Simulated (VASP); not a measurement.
# Al3HRu3 in VASP: relaxation of the atoms with PBEsol

Aim: the relaxation of the atoms of Al3HRu3 with PBEsol.

Everything below comes from runs of VASP 6.6.1. Logs are shortened: lines on timing, memory, paths and dates and some standing lists are left out, and cuts for length are marked.

### 1 The cell of the first run

The cell holds a slab with vacuum, 7 atoms: a = 2.976 Å, b = 2.976 Å, c = 26.441 Å, α = 90.00°, β = 90.00°, γ = 90.00°.

### 2 Relaxation of the atoms, PBEsol

File INCAR:

```
ALGO = Fast ; DIPOL = 0.5 0.5 0.483
EDIFF = 1E-7 ; EDIFFG = -0.03
ENCUT = 520 ; GGA = PS
IBRION = 2 ; IDIPOL = 3
ISIF = 2 ; ISMEAR = 0
LASPH = True ; LCHARG = False
LDIPOL = True ; LREAL = False
LWAVE = False ; NELM = 80
NSW = 90 ; PREC = Accurate
SIGMA = 0.1
```

File KPOINTS:

```
k-points
0
Gamma
  10 10 1
```

File POSCAR:

```
Al3HRu3
1.0
    2.9764078227      0.0000000000      0.0000000000
    0.0000000000      2.9764078227      0.0000000000
    0.0000000000      0.0000000000     26.4410195568
Ru Al H
3 3 1
Selective dynamics
Direct
    0.5000000000      0.5000000000      0.3214702059  F F F
    0.5000000000      0.5000000000      0.4340380218  F F F
    0.5000000000      0.5000000000      0.5475026898  T T T
    0.0000000000      0.0000000000      0.3777541139  F F F
    0.0000000000      0.0000000000      0.4895652442  T T T
    0.0000000000      0.0000000000      0.5949893039  T T T
    0.5000000000      0.5000000000      0.6146557165  T T T
```

Potentials or basis: VASP PAW PBE potentials, release 64 (Ru_pv, Al, H).

Launch:

```
$ cat potpaw_PBE.64/Ru_pv/POTCAR potpaw_PBE.64/Al/POTCAR potpaw_PBE.64/H/POTCAR > POTCAR
$ mpirun -np 1 vasp_std > vasp.out
```

OUTCAR:

```text
EDIFF = 1E-7
   EDIFFG = -0.03
   ENCUT = 520
   GGA = PS
   IBRION = 2
   ISIF = 2
   ISMEAR = 0
   LASPH = True
   LREAL = False
   NELM = 80
   NSW = 90
   PREC = Accurate

 ion  position               nearest neighbor table
   1  0.500  0.500  0.321-   4 2.58   4 2.58   4 2.58   4 2.58   2 2.98
   2  0.500  0.500  0.434-   5 2.57   5 2.57   5 2.57   5 2.57   4 2.58   4 2.58   4 2.58   4 2.58
                             1 2.98   3 3.00
   3  0.500  0.500  0.548-   7 1.78   6 2.45   6 2.45   6 2.45   6 2.45   5 2.60   5 2.60   5 2.60
                             5 2.60   2 3.00
   4  0.000  0.000  0.378-   2 2.58   2 2.58   2 2.58   2 2.58   1 2.58   1 2.58   1 2.58   1 2.58
                             5 2.96
   5  0.000  0.000  0.490-   2 2.57   2 2.57   2 2.57   2 2.57   3 2.60   3 2.60   3 2.60   3 2.60
                             6 2.79   4 2.96
   6  0.000  0.000  0.595-   3 2.45   3 2.45   3 2.45   3 2.45   5 2.79
   7  0.500  0.500  0.615-   3 1.78

  LATTYP: Found a simple tetragonal cell.
 ALAT       =     2.9764078227
 C/A-ratio  =     8.8835338206

  Lattice vectors:

 A1 = (   2.9764078227,   0.0000000000,   0.0000000000)
 A2 = (   0.0000000000,   2.9764078227,   0.0000000000)
 A3 = (   0.0000000000,   0.0000000000,  26.4410195568)

Analysis of symmetry for initial positions (statically):
=====================================================================
 Subroutine PRICEL returns:
 Original cell was already a primitive cell.

 Routine SETGRP: Setting up the symmetry group for a
 simple tetragonal supercell.

 Subroutine GETGRP returns: Found  8 space group operations
 (whereof  8 operations were pure point group operations)
 out of a pool of 16 trial point group operations.

The static configuration has the point symmetry C_4v.

Analysis of symmetry for dynamics (positions and initial velocities):
=====================================================================
 Subroutine PRICEL returns:
 Original cell was already a primitive cell.

 Routine SETGRP: Setting up the symmetry group for a
 simple tetragonal supercell.

 Subroutine GETGRP returns: Found  8 space group operations
 (whereof  8 operations were pure point group operations)
 out of a pool of 16 trial point group operations.

The dynamic configuration has the point symmetry C_4v.

Analysis of constrained symmetry for selective dynamics:
=====================================================================
 Subroutine PRICEL returns:
 Original cell was already a primitive cell.

 Routine SETGRP: Setting up the symmetry group for a
 simple tetragonal supercell.

 Subroutine GETGRP returns: Found  8 space group operations
 (whereof  8 operations were pure point group operations)
 out of a pool of 16 trial point group operations.

The constrained configuration has the point symmetry C_4v.

 Subroutine INISYM returns: Found  8 space group operations
 (whereof  8 operations are pure point group operations),
 and found     1 'primitive' translations

----------------------------------------------------------------------------------------

                                     Primitive cell

  volume of cell :     234.2411

  direct lattice vectors                    reciprocal lattice vectors
     2.976407823  0.000000000  0.000000000     0.335975464  0.000000000  0.000000000
     0.000000000  2.976407823  0.000000000     0.000000000  0.335975464  0.000000000
     0.000000000  0.000000000 26.441019557     0.000000000  0.000000000  0.037820024

  length of vectors
     2.976407823  2.976407823 26.441019557     0.335975464  0.335975464  0.037820024

  position of ions in fractional coordinates (direct lattice)
     0.500000000  0.500000000  0.321470206
     0.500000000  0.500000000  0.434038022
     0.500000000  0.500000000  0.547502690
     0.000000000  0.000000000  0.377754114
     0.000000000  0.000000000  0.489565244
     0.000000000  0.000000000  0.594989304
     0.500000000  0.500000000  0.614655717

  ion indices of the primitive-cell ions
   primitive index   ion index
                 1           1
                 2           2
                 3           3
                 4           4
                 5           5
                 6           6
                 7           7

----------------------------------------------------------------------------------------

 KPOINTS: k-points

Automatic generation of k-mesh.
 Grid dimensions read from file:
 generate k-points for:   10   10    1

 Generating k-lattice:

  Cartesian coordinates                     Fractional coordinates (reciprocal lattice)
     0.033597546  0.000000000  0.000000000     0.100000000  0.000000000  0.000000000
     0.000000000  0.033597546  0.000000000     0.000000000  0.100000000  0.000000000
     0.000000000  0.000000000  0.037820024     0.000000000  0.000000000  1.000000000

  Length of vectors
     0.033597546  0.033597546  0.037820024

  Shift w.r.t. Gamma in fractional coordinates (k-lattice)
     0.000000000  0.000000000  0.000000000

 Subroutine IBZKPT returns following result:
 ===========================================

 Found     21 irreducible k-points:

 Following reciprocal coordinates:
            Coordinates               Weight
  0.000000  0.000000  0.000000      1.000000
  0.100000  0.000000  0.000000      4.000000
  0.200000  0.000000  0.000000      4.000000
  0.300000  0.000000  0.000000      4.000000
  0.400000  0.000000  0.000000      4.000000
  0.500000  0.000000  0.000000      2.000000
[... 13 lines left out ...]
  0.500000  0.400000  0.000000      4.000000
  0.500000  0.500000  0.000000      1.000000
   k-points           NKPTS =     21   k-points in BZ     NKDIM =     21   number of bands    NBANDS=     31
   number of dos      NEDOS =    301   number of ions     NIONS =      7
   total plane-waves  NPLWV = 115200
   dimension x,y,z NGX =    24 NGY =   24 NGZ =  200
   dimension x,y,z NGXF=    48 NGYF=   48 NGZF=  400
   ions per type =               3   3   1
   NGX,Y,Z   is equivalent  to a cutoff of  13.41, 13.41, 12.57 a.u.
   NGXF,Y,Z  is equivalent  to a cutoff of  26.81, 26.81, 25.15 a.u.
 SYSTEM =  unknown system
   PREC   = accura    normal or accurate (medium, high low for compatibility)
   ISTART =      0    job   : 0-new  1-cont  2-samecut
   ICHARG =      2    charge: 1-file 2-atom 10-const
   ISPIN  =      1    spin polarized calculation?
   LNONCOLLINEAR =      F non collinear calculations
   LSORBIT =      F    spin-orbit coupling
   LASPH  =      T    aspherical Exc in radial PAW
   ENCUT  =  520.0 eV  38.22 Ry    6.18 a.u.   5.53  5.53 49.16*2*pi/ulx,y,z
   NELM   =     80;   NELMIN=  2; NELMDL= -5     # of ELM steps
   EDIFF  = 0.1E-06   stopping-criterion for ELM
   LREAL  =      F    real-space projection
   EDIFFG = -.3E-01   stopping-criterion for IOM
   NSW    =     90    number of steps for IOM
   IBRION =      2    ionic relax: 0-MD 1-quasi-New 2-CG
   NFREE  =      1    steps in history (QN), initial steepest desc. (CG)
   ISIF   =      2    stress and relaxation
   ISYM   =      2    0-nonsym 1-usesym 2-fastsym
   POTIM  = 0.5000    time-step for ionic-motion
   TEBEG  =    0.0;   TEEND  =   0.0 temperature during run
   PSTRESS=    0.0 pullay stress
   NELECT =      52.0000    total number of electrons
   NUPDOWN=      -1.0000    fix difference up-down
   EMIN   =  10.00;   EMAX   =-10.00  energy-range for DOS
   EFERMI =   0.00;   METHOD = LEGACY
   ISMEAR =     0;   SIGMA  =   0.10  broadening in eV -4-tet -1-fermi 0-gaus
   EFERMI_NEDOS =   21; number of points for ismear=-14 and -15
   IALGO  =     68    algorithm
   IMIX   =      4    mixing-type and parameters
     AMIX     =   0.40;   BMIX     =  1.00
     AMIX_MAG =   1.60;   BMIX_MAG =  1.00
  volume/ion in A,a.u.               =      33.46       225.82
  Fermi-wavevector in a.u.,A,eV,Ry     =   0.991262  1.873213 13.369077  0.982599
  Thomas-Fermi vector in A             =   2.122990
   LORBIT       =      0    0 simple, 1 ext, 2 COOP (PROOUT), +10 PAW based schemes
   GGA     = PS    functional components
   LHFCALC =     F    Hartree Fock is set to
   AEXX    =    0.0000 exact exchange contribution
   IVDW    =     0    specifies the selected vdW correction
   LEPSILON=     F    determine dielectric tensor
   LRPA    =     F    only Hartree local field effects (RPA)
 conjugate gradient relaxation of ions
 non-spin polarized calculation
 RMM-DIIS sequential band-by-band and
 Gauss-broadening in eV      SIGMA  =   0.10
  energy-cutoff  :      520.00
  volume of cell :      234.24
 maximum number of plane-waves:      6371
 NGX is ok and might be reduce to    24
   NGX = 11   NGY = 11   NGZ = 99

 dipolmoment           0.000000      0.000000      0.001432 electrons x Angstroem

--------------------------------------- Ionic step        1  -------------------------------------------

 number of electron      51.9999991 magnetization

 Free energy of the ion-electron system (eV)
  ---------------------------------------------------
  ext. energy  EPLUGINS =         0.00000000
  ---------------------------------------------------
  free energy    TOTEN  =       -46.28767837 eV

  energy without entropy =      -46.24808036  energy(sigma->0) =      -46.26787937

------------------------ aborting loop because EDIFF is reached ----------------------------------------

  FORCE on cell =-STRESS in cart. coord.  units (eV):
  Direction    XX          YY          ZZ          XY          YZ          ZX
  --------------------------------------------------------------------------------------
  -------------------------------------------------------------------------------------
  Total       -0.3551545     -0.3551545     -1.5239017      0.0000000      0.0000000      0.0000000
  in kB       -2.4292088     -2.4292088    -10.4232813      0.0000000      0.0000000      0.0000000
  external PRESSURE =      -5.0938996 kB  Pullay stress =       0.0000000 kB
[... 110 lines left out ...]
--------------------------------------- Ionic step        4  -------------------------------------------

 number of electron      51.9999990 magnetization

 dipolmoment           0.000000      0.000000     -0.047548 electrons x Angstroem

 Free energy of the ion-electron system (eV)
  ---------------------------------------------------
  ext. energy  EPLUGINS =         0.00000000
  ---------------------------------------------------
  free energy    TOTEN  =       -46.31789641 eV

  energy without entropy =      -46.28094640  energy(sigma->0) =      -46.29942140

 E-fermi :   1.3553     XC(G=0):  -5.2337

 val. band max:        1.3492383096   @ k =   0.0000   0.0000   0.0000
 cond. band min:       1.3679169136   @ k =   0.4000   0.1000   0.0000
 fundamental gap:      0.0186786040
 Fermi energy:         1.3552894854

 k-point     1 :       0.0000    0.0000    0.0000
  band No.  band energies     occupation
      1     -41.3417      2.00000
      2     -41.0860      2.00000
      3     -41.0860      2.00000
      4     -40.6323      2.00000
      5     -40.4457      2.00000
      6     -40.4175      2.00000
[... 703 lines left out ...]
     30       3.1180      0.00000
     31       4.8766      0.00000

------------------------ aborting loop because EDIFF is reached ----------------------------------------

 vacuum level on the upper side and lower side of the slab       (xc-potential included)        -0.493         0.454

  FORCE on cell =-STRESS in cart. coord.  units (eV):
  Direction    XX          YY          ZZ          XY          YZ          ZX
  --------------------------------------------------------------------------------------
  -------------------------------------------------------------------------------------
  Total       -0.0076745     -0.0076745     -1.6139323      0.0000000      0.0000000      0.0000000
  in kB       -0.0524925     -0.0524925    -11.0390786      0.0000000      0.0000000      0.0000000
  external PRESSURE =      -3.7146879 kB  Pullay stress =       0.0000000 kB
[... 22 lines left out ...]
  FREE ENERGIE OF THE ION-ELECTRON SYSTEM (eV)
  ---------------------------------------------------
  free  energy   TOTEN  =       -46.3178964137 eV

  energy  without entropy=      -46.2809463960  energy(sigma->0) =      -46.29942140

 reached required accuracy - stopping structural energy minimisation

 vacuum level on the upper side and lower side of the slab         4.851         5.822
```

It took 7.1 min on 1 thread of Oxide Virtual Turin-like, shared host; peak memory 0.4 GiB.

Results:

```
Free energy               : -46.3179 eV
Energy gained by relaxing : 4.3 meV/atom
Ionic steps               : 4
Band gap on the k mesh    : zero (bands 26 and 27 overlap by 1.84 eV)
```

Step by step:
```
step  energy change (eV)  largest force on free atoms (eV/Å)  pressure (GPa)
   1              0.0000                              0.7274           -0.51
   2             -0.0279                              0.2234           -0.40
   3             -0.0300                              0.0490           -0.35
   4             -0.0302                              0.0184           -0.37
```

Final structure:
```
Ru Al H
1.0
     2.97641    0.00000    0.00000
     0.00000    2.97641    0.00000
     0.00000    0.00000   26.44102
Ru Al H
3 3 1
Direct
  0.50000 0.50000 0.32147
  0.50000 0.50000 0.43404
  0.50000 0.50000 0.54881
  0.00000 0.00000 0.37775
  0.00000 0.00000 0.48766
  0.00000 0.00000 0.59535
  0.50000 0.50000 0.61418
```

Levels at points of the mesh, in eV from the Fermi level:
| k point | band 22 | band 23 | band 24 | band 25 | band 26 | band 27 | band 28 | band 29 | band 30 | band 31 |
| --- | --- | --- | --- | --- | --- | --- | --- | --- | --- | --- |
| (0.00, 0.00, 0.00) | -1.07 | -0.60 | -0.29 | -0.07 | -0.01 | -0.01 | 0.20 | 0.67 | 2.31 | 3.24 |
| (0.50, 0.00, 0.00) | -1.58 | -1.56 | -0.75 | -0.68 | -0.07 | -0.03 | 0.26 | 0.87 | 1.30 | 2.11 |
| (0.50, 0.50, 0.00) | -0.56 | -0.32 | 0.81 | 1.06 | 1.35 | 1.47 | 1.47 | 1.53 | 1.76 | 3.52 |

Caveat: the PAW data sets were made with another functional, which shifts forces and pressure a little.
